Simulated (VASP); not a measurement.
# As (Im-3m) in VASP: further runs

The runs below take As through single point, relaxation of cell and atoms, with PBE.

Everything below comes from runs of VASP 6.6.1. Logs are shortened: lines on timing, memory, paths and dates and some standing lists are left out, and cuts for length are marked.

### Step 1. The cell of the first run

It takes space group Im-3m (No. 229, cubic). The conventional cell has a = 3.262 Å, b = 3.262 Å, c = 3.262 Å, α = 90.00°, β = 90.00°, γ = 90.00°. As (site symmetry m-3m) has 14 As at 2.82 to 3.26 Å within 3.7 Å.

### Step 2. Single point, PBE

Contents of INCAR:

```
PREC = Accurate ; ENCUT = 520
EDIFF = 1E-7 ; ISMEAR = -1
SIGMA = 0.08 ; LREAL = False
LASPH = True ; NELM = 100
ALGO = Normal ; ISIF = 2
LWAVE = False ; LCHARG = True
GGA = PE ; LELF = True
LVHAR = True ; NBANDS = 8
```

Contents of KPOINTS:

```
Automatic mesh
0
Gamma
  17 17 17
```

Contents of POSCAR:

```
As
1.0
   -1.6308160813      1.6308160813      1.6308160813
    1.6308160813     -1.6308160813      1.6308160813
    1.6308160813      1.6308160813     -1.6308160813
As
1
Direct
    0.0000000000      0.0000000000      0.0000000000
```

Potentials or basis: VASP PAW PBE potentials, release 64 (As).

Started as:

```
$ cat potpaw_PBE.64/As/POTCAR > POTCAR
$ mpirun -np 1 vasp_std > vasp.out
```

OUTCAR:

```text
PREC = Accurate
   ENCUT = 520
   EDIFF = 1E-7
   ISMEAR = -1
   LREAL = False
   LASPH = True
   NELM = 100
   ISIF = 2
   GGA = PE

 ion  position               nearest neighbor table
   1  0.000  0.000  0.000-

  LATTYP: Found a body centered cubic cell.
 ALAT       =     3.2616321626

  Lattice vectors:

 A1 = (  -1.6308160813,   1.6308160813,   1.6308160813)
 A2 = (   1.6308160813,  -1.6308160813,   1.6308160813)
 A3 = (   1.6308160813,   1.6308160813,  -1.6308160813)

Analysis of symmetry for initial positions (statically):
=====================================================================
 Subroutine PRICEL returns:
 Original cell was already a primitive cell.

 Routine SETGRP: Setting up the symmetry group for a
 body centered cubic supercell.

 Subroutine GETGRP returns: Found 48 space group operations
 (whereof 48 operations were pure point group operations)
 out of a pool of 48 trial point group operations.

The static configuration has the point symmetry O_h .

Analysis of symmetry for dynamics (positions and initial velocities):
=====================================================================
 Subroutine PRICEL returns:
 Original cell was already a primitive cell.

 Routine SETGRP: Setting up the symmetry group for a
 body centered cubic supercell.

 Subroutine GETGRP returns: Found 48 space group operations
 (whereof 48 operations were pure point group operations)
 out of a pool of 48 trial point group operations.

The dynamic configuration has the point symmetry O_h .

 Subroutine INISYM returns: Found 48 space group operations
 (whereof 48 operations are pure point group operations),
 and found     1 'primitive' translations

----------------------------------------------------------------------------------------

                                     Primitive cell

  volume of cell :      17.3490

  direct lattice vectors                    reciprocal lattice vectors
    -1.630816081  1.630816081  1.630816081     0.000000000  0.306594965  0.306594965
     1.630816081 -1.630816081  1.630816081     0.306594965  0.000000000  0.306594965
     1.630816081  1.630816081 -1.630816081     0.306594965  0.306594965  0.000000000

  length of vectors
     2.824656311  2.824656311  2.824656311     0.433590758  0.433590758  0.433590758

[... 77 lines left out ...]
   NELM   =    100;   NELMIN=  2; NELMDL= -5     # of ELM steps
   EDIFF  = 0.1E-06   stopping-criterion for ELM
   LREAL  =      F    real-space projection
   EDIFFG = 0.1E-05   stopping-criterion for IOM
   NSW    =      0    number of steps for IOM
   IBRION =     -1    ionic relax: 0-MD 1-quasi-New 2-CG
   NFREE  =      0    steps in history (QN), initial steepest desc. (CG)
   ISIF   =      2    stress and relaxation
   ISYM   =      2    0-nonsym 1-usesym 2-fastsym
   POTIM  = 0.5000    time-step for ionic-motion
   TEBEG  =    0.0;   TEEND  =   0.0 temperature during run
   PSTRESS=    0.0 pullay stress
   NELECT =       5.0000    total number of electrons
   NUPDOWN=      -1.0000    fix difference up-down
   EMIN   =  10.00;   EMAX   =-10.00  energy-range for DOS
   EFERMI =   0.00;   METHOD = LEGACY
   ISMEAR =    -1;   SIGMA  =   0.08  broadening in eV -4-tet -1-fermi 0-gaus
   EFERMI_NEDOS =   21; number of points for ismear=-14 and -15
   IALGO  =     38    algorithm
   IMIX   =      4    mixing-type and parameters
     AMIX     =   0.40;   BMIX     =  1.00
     AMIX_MAG =   1.60;   BMIX_MAG =  1.00
  volume/ion in A,a.u.               =      17.35       117.08
  Fermi-wavevector in a.u.,A,eV,Ry     =   1.081367  2.043488 15.910040  1.169355
  Thomas-Fermi vector in A             =   2.217382
   LORBIT       =      0    0 simple, 1 ext, 2 COOP (PROOUT), +10 PAW based schemes
   GGA     = PE    functional components
   LHFCALC =     F    Hartree Fock is set to
   AEXX    =    0.0000 exact exchange contribution
   IVDW    =     0    specifies the selected vdW correction
   LEPSILON=     F    determine dielectric tensor
   LRPA    =     F    only Hartree local field effects (RPA)
 non-spin polarized calculation
  energy-cutoff  :      520.00
  volume of cell :       17.35
 maximum number of plane-waves:       478
 NGX is ok and might be reduce to    24
   NGX = 11   NGY = 11   NGZ = 11

 number of electron       4.9999999 magnetization

 Free energy of the ion-electron system (eV)
  ---------------------------------------------------
  ext. energy  EPLUGINS =         0.00000000
  ---------------------------------------------------
  free energy    TOTEN  =        -4.18667309 eV

  energy without entropy =       -4.17225691  energy(sigma->0) =       -4.17946500

 E-fermi :   7.5818     XC(G=0): -11.1884

 val. band max:        7.5664904791   @ k =   0.2353   0.1765   0.0000
 cond. band min:       7.5923035175   @ k =  -0.4706  -0.4706   0.1176
 fundamental gap:      0.0258130385
 Fermi energy:         7.5818312192

 k-point     1 :       0.0000    0.0000    0.0000
  band No.  band energies     occupation
      1      -8.3692      2.00000
      2      14.2742      0.00000
      3      14.2742      0.00000
      4      14.2742      0.00000
      5      21.0497      0.00000
      6      21.0497      0.00000
      7      21.0497      0.00000
      8      23.9292      0.00000
[... 243 lines left out ...]
 k-point    24 :       0.1765    0.1765    0.0000
  band No.  band energies     occupation
      1      -5.8799      2.00000
      2       6.2951      2.00000
      3       8.6874      0.00000
      4      11.9784      0.00000
      5      18.0451      0.00000
      6      19.3789      0.00000
      7      23.0653      0.00000
      8      24.4924      0.00000

 [... further k-points ...]

------------------------ aborting loop because EDIFF is reached ----------------------------------------

  FORCE on cell =-STRESS in cart. coord.  units (eV):
  Direction    XX          YY          ZZ          XY          YZ          ZX
  --------------------------------------------------------------------------------------
  -------------------------------------------------------------------------------------
  Total        1.0228465      1.0228465      1.0228465      0.0000000      0.0000000     -0.0000000
  in kB       94.4596027     94.4596027     94.4596027      0.0000000      0.0000000     -0.0000000
  external PRESSURE =      94.4596027 kB  Pullay stress =       0.0000000 kB

 VOLUME and BASIS-vectors are now :
 -----------------------------------------------------------------------------
  energy-cutoff  :      520.00
  volume of cell :       17.35
      direct lattice vectors                 reciprocal lattice vectors
    -1.630816081  1.630816081  1.630816081     0.000000000  0.306594965  0.306594965
     1.630816081 -1.630816081  1.630816081     0.306594965  0.000000000  0.306594965
     1.630816081  1.630816081 -1.630816081     0.306594965  0.306594965  0.000000000

 POSITION                                       TOTAL-FORCE (eV/Angst)
 -----------------------------------------------------------------------------------
      0.00000      0.00000      0.00000         0.000000     -0.000000      0.000000
 -----------------------------------------------------------------------------------
    total drift:                                0.000000     -0.000000     -0.000000

  FREE ENERGIE OF THE ION-ELECTRON SYSTEM (eV)
  ---------------------------------------------------
  free  energy   TOTEN  =        -4.1866730906 eV

  energy  without entropy=       -4.1722569093  energy(sigma->0) =       -4.17946500
```

Run time: 10 s. Hardware: 1 thread of Intel Xeon Platinum 8488C (Sapphire Rapids), shared host; peak memory 0.14 GiB.

What came out:

```yaml
Free_energy: -4.1867 eV
Pressure: 9.4 GPa
```

Levels at points of the mesh, in eV from the Fermi level:
```tsv
k point	band 1	band 2	band 3	band 4	band 5	band 6
(0.00, 0.00, 0.00)	-15.95	6.69	6.69	6.69	13.47	13.47
```

### Step 3. Single point, PBE

Contents of INCAR:

```
SYSTEM = As
PREC = Accurate ; ENCUT = 520
EDIFF = 1E-6 ; ISMEAR = -1
SIGMA = 0.08 ; LREAL = .False.
LASPH = .True. ; NELM = 60
ALGO = Normal ; ISIF = 2
LWAVE = .False. ; LCHARG = .False.
GGA = PE ; NBANDS = 8
```

Contents of KPOINTS:

```
regular mesh
0
Gamma
  17 17 17
  0 0 0
```

POSCAR is that of step 2.

Potentials or basis: VASP PAW PBE potentials, release 64 (As).

Started as:

```
$ cat potpaw_PBE.64/As/POTCAR > POTCAR
$ mpirun -np 1 vasp_std > vasp.out
```

Wall time 13 s (1 thread of Intel Xeon Platinum 8488C (Sapphire Rapids), shared host); peak memory 0.15 GiB.

It converged, with:

- Free energy: -4.1867 eV
- Pressure: 9.4 GPa

Levels at points of the mesh, in eV from the Fermi level:
```
           k point  band 1  band 2  band 3  band 4  band 5  band 6
(0.00, 0.00, 0.00)  -15.95    6.69    6.69    6.69   13.47   13.47
```

### Step 4. Relaxation of cell and atoms, PBE, target pressure 9.3 GPa, at which the enthalpy is minimised

Contents of INCAR:

```
ALGO = Normal
EDIFF = 1E-6
EDIFFG = -0.005
ENCUT = 600
GGA = PE
IBRION = 2
ISIF = 3
ISMEAR = -1
LASPH = True
LCHARG = False
LREAL = False
LWAVE = False
NELM = 60
NSW = 32
PREC = Accurate
PSTRESS = 93.0
SIGMA = 0.08
```

Contents of KPOINTS:

```
k-points
0
Gamma
  17 17 17
```

POSCAR is that of step 3.

Started as:

```
$ cat potpaw_PBE.64/As/POTCAR > POTCAR
$ mpirun -np 1 vasp_std > vasp.out
```

Wall time 18 s (1 thread of Intel Xeon Platinum 8488C (Sapphire Rapids), shared host); peak memory 0.15 GiB.

The run converged. Its results:

```yaml
Free_energy: -4.1880 eV
Relaxed_volume: 17.37 Å³/atom
Relaxed_cell: a = 2.826 Å, b = 2.826 Å, c = 2.826 Å, α = 109.47°, β = 109.47°, γ = 109.47°
Space_group_after_relaxing_to_0.05_Å: Im-3m (No. 229)
Energy_change_on_relaxing_the_enthalpy_is_what_falls: -1.3 meV/atom
Ionic_steps: 3
Pressure_after_relaxing: 9.3 GPa
```

Step by step:
```
step  energy change (eV)  largest force (eV/Å)  pressure (GPa)  volume (Å³)
   1              0.0000                0.0000            9.44        17.35
   2             -0.0023                0.0000            9.19        17.39
   3             -0.0013                0.0000            9.30        17.37
```

Final structure:
```cif
data_structure
_symmetry_space_group_name_H-M 'P 1'
_symmetry_Int_Tables_number 1
_cell_length_a 2.8259
_cell_length_b 2.8259
_cell_length_c 2.8259
_cell_angle_alpha 109.471
_cell_angle_beta 109.471
_cell_angle_gamma 109.471
_cell_volume 17.37
loop_
_atom_site_label
_atom_site_type_symbol
_atom_site_fract_x
_atom_site_fract_y
_atom_site_fract_z
_atom_site_occupancy
As1 As 0.00000 0.00000 0.00000 1
```

Levels at points of the mesh, in eV from the Fermi level:
| k point | band 1 | band 2 | band 3 | band 4 | band 5 | band 6 |
| --- | --- | --- | --- | --- | --- | --- |
| (0.00, 0.00, 0.00) | -15.94 | 6.68 | 6.68 | 6.68 | 13.46 | 13.46 |

Caveat: the cell is relaxed towards a set pressure, so the enthalpy falls and the energy may rise.

### Step 5. Relaxation of cell and atoms, PBE, target pressure 9.3 GPa, at which the enthalpy is minimised

This run uses another cell than the first one, of 17.56 Å³/atom, 1.012 times its volume.

Contents of INCAR:

```
SYSTEM = As
PREC = Accurate
ENCUT = 600
EDIFF = 1E-6
ISMEAR = -1
SIGMA = 0.08
LREAL = .FALSE.
LASPH = .TRUE.
NELM = 100
ALGO = Normal
ISIF = 3
LWAVE = .FALSE.
LCHARG = .FALSE.
GGA = PE
IBRION = 2
NSW = 60
EDIFFG = -0.005
PSTRESS = 93.0
```

Contents of KPOINTS:

```
Automatic mesh
0
G
  17 17 17
  0 0 0
```

Contents of POSCAR:

```
As
1.0
   -1.6374581079      1.6374581079      1.6374581079
    1.6374581079     -1.6374581079      1.6374581079
    1.6374581079      1.6374581079     -1.6374581079
As
1
Direct
    0.0000000000      0.0000000000      0.0000000000
```

Potentials or basis: VASP PAW PBE potentials, release 64 (As).

Started as:

```
$ cat potpaw_PBE.64/As/POTCAR > POTCAR
$ mpirun -np 1 vasp_std > vasp.out
```

OUTCAR:

```text
SYSTEM = As
   PREC = Accurate
   ENCUT = 600
   EDIFF = 1E-6
   ISMEAR = -1
   LREAL = .FALSE.
   LASPH = .TRUE.
   NELM = 100
   ISIF = 3
   GGA = PE
   IBRION = 2
   NSW = 60
   EDIFFG = -0.005
   PSTRESS = 93.0

 ion  position               nearest neighbor table
   1  0.000  0.000  0.000-

  LATTYP: Found a body centered cubic cell.
 ALAT       =     3.2749162158

  Lattice vectors:

 A1 = (  -1.6374581079,   1.6374581079,   1.6374581079)
 A2 = (   1.6374581079,  -1.6374581079,   1.6374581079)
 A3 = (   1.6374581079,   1.6374581079,  -1.6374581079)

Analysis of symmetry for initial positions (statically):
=====================================================================
 Subroutine PRICEL returns:
 Original cell was already a primitive cell.

[... 248 lines left out ...]

  energy without entropy =       -4.17354980  energy(sigma->0) =       -4.18076549

 E-fermi :   7.5662     XC(G=0): -11.1829

 val. band max:        7.5524722759   @ k =   0.2353   0.1765   0.0000
 cond. band min:       7.5760237460   @ k =   0.1765   0.1176   0.0000
 fundamental gap:      0.0235514701
 Fermi energy:         7.5662479982

 k-point     1 :       0.0000    0.0000    0.0000
  band No.  band energies     occupation
      1      -8.3724      2.00000
      2      14.2476      0.00000
      3      14.2476      0.00000
      4      14.2476      0.00000
      5      21.0279      0.00000
      6      21.0279      0.00000
[... 199 lines left out ...]
 k-point    24 :       0.1765    0.1765    0.0000
  band No.  band energies     occupation
      1      -5.8861      2.00000
      2       6.2783      2.00000
      3       8.6722      0.00000
      4      11.9576      0.00000
      5      18.0232      0.00000
      6      19.3567      0.00000

 [... further k-points ...]

------------------------ aborting loop because EDIFF is reached ----------------------------------------

  FORCE on cell =-STRESS in cart. coord.  units (eV):
  Direction    XX          YY          ZZ          XY          YZ          ZX
  --------------------------------------------------------------------------------------
  -------------------------------------------------------------------------------------
  Total        1.0093626      1.0093626      1.0093626      0.0000000      0.0000000     -0.0000000
  in kB       93.0991625     93.0991625     93.0991625      0.0000000      0.0000000     -0.0000000
  external PRESSURE =       0.0991625 kB  Pullay stress =      93.0000000 kB
[... 20 lines left out ...]
  energy  without entropy=       -4.1735498025  energy(sigma->0) =       -4.18076549

  enthalpy is  TOTEN    =        -3.1796936298 eV   P V=        1.0082875448

 reached required accuracy - stopping structural energy minimisation
```

OSZICAR:

```text
N       E                     dE             d eps       ncg     rms          rms(c)
DAV:   1     0.507815192625E+01    0.50782E+01   -0.24070E+03  1992   0.722E+02
DAV:   2    -0.405511174885E+01   -0.91333E+01   -0.85956E+01  2814   0.740E+01
[... 14 lines left out ...]
   2 F= -.31791776E+01 E0= -.31720243E+01  d E =-.238465E-03
       N       E                     dE             d eps       ncg     rms          rms(c)
DAV:   1    -0.418849015764E+01   -0.10069E-01   -0.16899E-02  2034   0.836E-01    0.113E-01
DAV:   2    -0.418814400415E+01    0.34615E-03   -0.22004E-04  2058   0.134E-01    0.618E-02
DAV:   3    -0.418798076020E+01    0.16324E-03   -0.32285E-04  2034   0.115E-01    0.129E-02
DAV:   4    -0.418798117469E+01   -0.41449E-06   -0.57443E-07  1950   0.102E-02
   3 F= -.31796936E+01 E0= -.31724779E+01  d E =-.754477E-03
```

Run time: 22 s. Hardware: 1 thread of Intel Xeon Platinum 8488C (Sapphire Rapids), shared host; peak memory 0.16 GiB.

Results:

```yaml
Free_energy: -4.1880 eV
Relaxed_volume: 17.37 Å³/atom
Relaxed_cell: a = 2.826 Å, b = 2.826 Å, c = 2.826 Å, α = 109.47°, β = 109.47°, γ = 109.47°
Space_group_after_relaxing_to_0.05_Å: Im-3m (No. 229)
Energy_change_on_relaxing_the_enthalpy_is_what_falls: +10.4 meV/atom
Ionic_steps: 3
Pressure_after_relaxing: 9.3 GPa
```

The path:
```
step  energy change (eV)  largest force (eV/Å)  pressure (GPa)  volume (Å³)
   1              0.0000                0.0000            8.05        17.56
   2              0.0199                0.0000           10.38        17.21
   3              0.0104                0.0000            9.31        17.37
```

Final structure:
```cif
data_structure
_symmetry_space_group_name_H-M 'P 1'
_symmetry_Int_Tables_number 1
_cell_length_a 2.8258
_cell_length_b 2.8258
_cell_length_c 2.8258
_cell_angle_alpha 109.471
_cell_angle_beta 109.471
_cell_angle_gamma 109.471
_cell_volume 17.37
loop_
_atom_site_label
_atom_site_type_symbol
_atom_site_fract_x
_atom_site_fract_y
_atom_site_fract_z
_atom_site_occupancy
As1 As 0.00000 0.00000 0.00000 1
```

Caveat: the cell is relaxed towards a set pressure, so the enthalpy falls and the energy may rise.

### Step 6. Overview

| task | cell | cutoff (eV) | gap on the mesh (eV) | pressure (GPa) |
| --- | --- | --- | --- | --- |
| single point | a = 2.825 Å, angles 109.5°, 1 atom | 520 | none | 9.4 |
| relaxation of cell and atoms | relaxed to 9.3 GPa from a = 2.825 Å, angles 109.5°, 1 atom | 600 | none | 9.3 |
| relaxation of cell and atoms | relaxed to 9.3 GPa from a = 2.836 Å, angles 109.5°, 1 atom | 600 | none | 9.3 |

Alike in all rows: level PBE; potentials or basis VASP PAW PBE potentials, release 64 (As); no spin polarisation; k mesh 17 × 17 × 17; smearing fermi-dirac 0.08 eV.

Caveats: the cell is relaxed towards a set pressure, so the enthalpy falls and the energy may rise (some runs).

Absolute energies hang on the potentials; compare differences alone.
